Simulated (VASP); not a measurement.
# SnSe2 (P1) in VASP: single point with PBE+D3(BJ)

Aim: the single point of SnSe2 with PBE+D3(BJ).

Everything below comes from runs of VASP 6.6.1. Logs are shortened: lines on timing, memory, paths and dates and some standing lists are left out, and cuts for length are marked.

## Step 1: The cell of the first run

The typed cell holds 6 atoms: a = 3.682 Å, b = 3.954 Å, c = 12.186 Å, α = 89.17°, β = 89.83°, γ = 120.28°.

## Step 2: Single point, PBE+D3(BJ)

Contents of INCAR:

```
  PREC = Accurate
  ENCUT = 520
  EDIFF = 1E-6
  ISMEAR = 0
  SIGMA = 0.03
  LREAL = F
  LASPH = T
  NELM = 100
  ALGO = Normal
  ISIF = 2
  LWAVE = F
  LCHARG = F
  GGA = PE
  IVDW = 12
  NBANDS = 35
```

Contents of KPOINTS:

```
regular mesh
0
Gamma
  6 6 2
```

Contents of POSCAR:

```
SnSe2
1.0
    3.6812771897     -0.0851402782      0.0061656630
   -1.9143722387      3.4591339056      0.0281120928
    0.0193098317      0.1128111455     12.1852154492
Sn Se
2 4
Direct
    0.0050390267      0.0013663117     -0.0000261130
    0.0031097858      0.0010860511      0.5010289021
    0.3293111789      0.6636554535      0.1320525527
    0.3355387718      0.6745931740      0.6320547911
    0.6639699936      0.3292160854      0.3674168347
    0.6630312432      0.3300829243      0.8674730324
```

Potentials or basis: VASP PAW PBE potentials, release 64 (Sn_d, Se).

Launch:

```bash
cat potpaw_PBE.64/Sn_d/POTCAR potpaw_PBE.64/Se/POTCAR > POTCAR
mpirun -np 1 vasp_std > vasp.out
```

OUTCAR:

```text
PREC = Accurate
   ENCUT = 520
   EDIFF = 1E-6
   ISMEAR = 0
   LREAL = F
   LASPH = T
   NELM = 100
   ISIF = 2
   GGA = PE
   IVDW = 12
 IVDW          = 12

 ion  position               nearest neighbor table
   1  0.005  0.001  1.000-   6 2.63   3 2.67   3 2.71   6 2.74   3 2.80   6 2.83
   2  0.003  0.001  0.501-   4 2.64   5 2.64   4 2.69   5 2.73   4 2.83   5 2.84
   3  0.329  0.664  0.132-   1 2.67   1 2.71   1 2.80
   4  0.336  0.675  0.632-   2 2.64   2 2.69   2 2.83
   5  0.664  0.329  0.367-   2 2.64   2 2.73   2 2.84
   6  0.663  0.330  0.867-   1 2.63   1 2.74   1 2.83

  LATTYP: Found a triclinic cell.
 ALAT       =     6.3640302216
 B/A-ratio  =     0.5786061113
 C/A-ratio  =     1.9147855239
 COS(alpha) =     0.0030444923
 COS(beta)  =     0.0124955296
 COS(gamma) =     0.8439214796

  Lattice vectors:

 A1 = (  -5.4481821407,  -3.2888533492,  -0.0404434188)
 A2 = (  -3.6812771897,   0.0851402782,  -0.0061656630)
 A3 = (  -0.0193098317,  -0.1128111455, -12.1852154492)

Analysis of symmetry for initial positions (statically):
=====================================================================
 Subroutine PRICEL returns:
 Original cell was already a primitive cell.

 Routine SETGRP: Setting up the symmetry group for a
 triclinic supercell.

 Subroutine GETGRP returns: Found  1 space group operations
 (whereof  1 operations were pure point group operations)
 out of a pool of  2 trial point group operations.

The static configuration has the point symmetry C_1 .

Analysis of symmetry for dynamics (positions and initial velocities):
=====================================================================
 Subroutine PRICEL returns:
 Original cell was already a primitive cell.

 Routine SETGRP: Setting up the symmetry group for a
 triclinic supercell.

 Subroutine GETGRP returns: Found  1 space group operations
 (whereof  1 operations were pure point group operations)
 out of a pool of  2 trial point group operations.

The dynamic configuration has the point symmetry C_1 .

 Subroutine INISYM returns: Found  1 space group operations
 (whereof  1 operations are pure point group operations),
 and found     1 'primitive' translations

----------------------------------------------------------------------------------------

[... 99 lines left out ...]
   NELM   =    100;   NELMIN=  2; NELMDL= -5     # of ELM steps
   EDIFF  = 0.1E-05   stopping-criterion for ELM
   LREAL  =      F    real-space projection
   EDIFFG = 0.1E-04   stopping-criterion for IOM
   NSW    =      0    number of steps for IOM
   IBRION =     -1    ionic relax: 0-MD 1-quasi-New 2-CG
   NFREE  =      0    steps in history (QN), initial steepest desc. (CG)
   ISIF   =      2    stress and relaxation
   ISYM   =      2    0-nonsym 1-usesym 2-fastsym
   POTIM  = 0.5000    time-step for ionic-motion
   TEBEG  =    0.0;   TEEND  =   0.0 temperature during run
   PSTRESS=    0.0 pullay stress
   NELECT =      52.0000    total number of electrons
   NUPDOWN=      -1.0000    fix difference up-down
   EMIN   =  10.00;   EMAX   =-10.00  energy-range for DOS
   EFERMI =   0.00;   METHOD = LEGACY
   ISMEAR =     0;   SIGMA  =   0.03  broadening in eV -4-tet -1-fermi 0-gaus
   EFERMI_NEDOS =   21; number of points for ismear=-14 and -15
   IALGO  =     38    algorithm
   IMIX   =      4    mixing-type and parameters
     AMIX     =   0.40;   BMIX     =  1.00
     AMIX_MAG =   1.60;   BMIX_MAG =  1.00
  volume/ion in A,a.u.               =      25.53       172.27
  Fermi-wavevector in a.u.,A,eV,Ry     =   1.142055  2.158172 17.745952  1.304291
  Thomas-Fermi vector in A             =   2.278754
   LORBIT       =      0    0 simple, 1 ext, 2 COOP (PROOUT), +10 PAW based schemes
   GGA     = PE    functional components
   LHFCALC =     F    Hartree Fock is set to
   AEXX    =    0.0000 exact exchange contribution
   IVDW    =    12    specifies the selected vdW correction
   LEPSILON=     F    determine dielectric tensor
   LRPA    =     F    only Hartree local field effects (RPA)
 non-spin polarized calculation
 Gauss-broadening in eV      SIGMA  =   0.03
  energy-cutoff  :      520.00
  volume of cell :      153.17
 maximum number of plane-waves:      4154
   NGX = 13   NGY = 15   NGZ = 45

 number of electron      52.0000009 magnetization

 Free energy of the ion-electron system (eV)
  ---------------------------------------------------
  ext. energy  EPLUGINS =         0.00000000
  ---------------------------------------------------
  free energy    TOTEN  =       -23.42094216 eV

  energy without entropy =      -23.42094212  energy(sigma->0) =      -23.42094214

 E-fermi :   4.5705     XC(G=0):  -9.5650

 val. band max:        4.4754931439   @ k =  -0.0000   0.1667   0.5000
 cond. band min:       4.6622364636   @ k =   0.5000  -0.0000   0.5000
 fundamental gap:      0.1867433197
 Fermi energy:         4.5704548625

 k-point     1 :       0.0000    0.0000    0.0000
  band No.  band energies     occupation
      1     -17.0000      2.00000
      2     -16.9952      2.00000
      3     -16.9679      2.00000
      4     -16.9645      2.00000
      5     -16.9468      2.00000
      6     -16.9427      2.00000
[... 901 lines left out ...]
     34       9.7851      0.00000
     35      10.0466      0.00000

 [... further k-points ...]

------------------------ aborting loop because EDIFF is reached ----------------------------------------

 Edisp (eV)   -2.18652

 E8    (eV) :    -0.9567

  FORCE on cell =-STRESS in cart. coord.  units (eV):
  Direction    XX          YY          ZZ          XY          YZ          ZX
  --------------------------------------------------------------------------------------
  -------------------------------------------------------------------------------------
  Total       4.24466    -1.59477    -0.37993     1.46529    -1.24440    -0.47165
  in kB      44.40043   -16.68177    -3.97415    15.32738   -13.01685    -4.93355
  external pressure =        7.91 kB  Pullay stress =        0.00 kB

 VOLUME and BASIS-vectors are now :
 -----------------------------------------------------------------------------
  energy-cutoff  :      520.00
  volume of cell :      153.17
      direct lattice vectors                 reciprocal lattice vectors
     3.681277190 -0.085140278  0.006165663     0.275170355  0.152301241 -0.001846071
    -1.914372239  3.459133906  0.028112093     0.006777868  0.292862870 -0.002722075
     0.019309832  0.112811146 12.185215449    -0.000154872 -0.000752718  0.082073880

 POSITION                                       TOTAL-FORCE (eV/Angst)
 -----------------------------------------------------------------------------------
      0.03524      0.11711     12.18497        -0.167575     -0.074818      0.031673
      0.01904      0.06001      6.10519        -0.069956      0.041603     -0.231780
     -0.05565      2.28253      1.62978         0.004361     -0.120770     -0.053043
     -0.04401      2.37624      7.72276        -0.038799     -0.246364      0.087052
      1.82111      1.12372      4.49040         0.107064      0.197375      0.140933
      1.82565      1.18321     10.58371         0.164905      0.202973      0.025164
 -----------------------------------------------------------------------------------
    total drift:                               -0.000598     -0.000565     -0.000232

  FREE ENERGIE OF THE ION-ELECTRON SYSTEM (eV)
  ---------------------------------------------------
  free  energy   TOTEN  =       -25.6074649765 eV

  energy  without entropy=      -25.6074649353  energy(sigma->0) =      -25.60746496
```

Run time: 2.5 min. Hardware: 1 thread of Intel Xeon Platinum 8488C (Sapphire Rapids), shared host; peak memory 0.36 GiB.

Results:

```
Free energy                : -25.6075 eV
Pressure                   : 0.8 GPa
Largest force              : 0.265 eV/Å
Band gap on the k mesh     : 0.19 eV
Dispersion energy per atom : -0.364 eV
```

Forces on the atoms (eV/Å):
```
Sn  -0.168 -0.075  0.032
Sn  -0.070  0.042 -0.232
Se   0.004 -0.121 -0.053
Se  -0.039 -0.246  0.087
Se   0.107  0.197  0.141
Se   0.165  0.203  0.025
```

Stress tensor (GPa, compression positive):
```
 4.44  1.53 -0.49
 1.53 -1.67 -1.30
-0.49 -1.30 -0.40
```

Levels at points of the mesh, in eV from the valence-band top:
```tsv
k point	band 23	band 24	band 25	band 26	band 27	band 28	band 29	band 30
(0.00, 0.00, 0.00)	-0.47	-0.32	-0.17	-0.06	0.82	2.50	2.57	2.70
(0.50, 0.00, 0.00)	-1.63	-1.29	-1.25	-0.70	0.47	0.64	2.99	3.66
(0.00, 0.50, 0.00)	-1.86	-1.07	-0.64	-0.11	0.58	1.54	3.63	3.96
(0.50, 0.50, 0.00)	-1.71	-1.13	-0.92	-0.37	0.53	1.12	3.50	3.78
(0.00, 0.00, 0.50)	-0.54	-0.52	-0.18	-0.14	1.83	1.84	2.65	2.70
(0.50, 0.00, 0.50)	-1.10	-1.06	-0.99	-0.97	0.19	0.21	3.35	3.37
(0.00, 0.50, 0.50)	-1.28	-1.23	-0.38	-0.36	0.87	0.89	4.07	4.15
(0.50, 0.50, 0.50)	-1.13	-1.11	-0.64	-0.63	0.54	0.55	3.75	3.79
```

Caveat: spin-orbit coupling is left out, which moves the levels of the heavy elements.
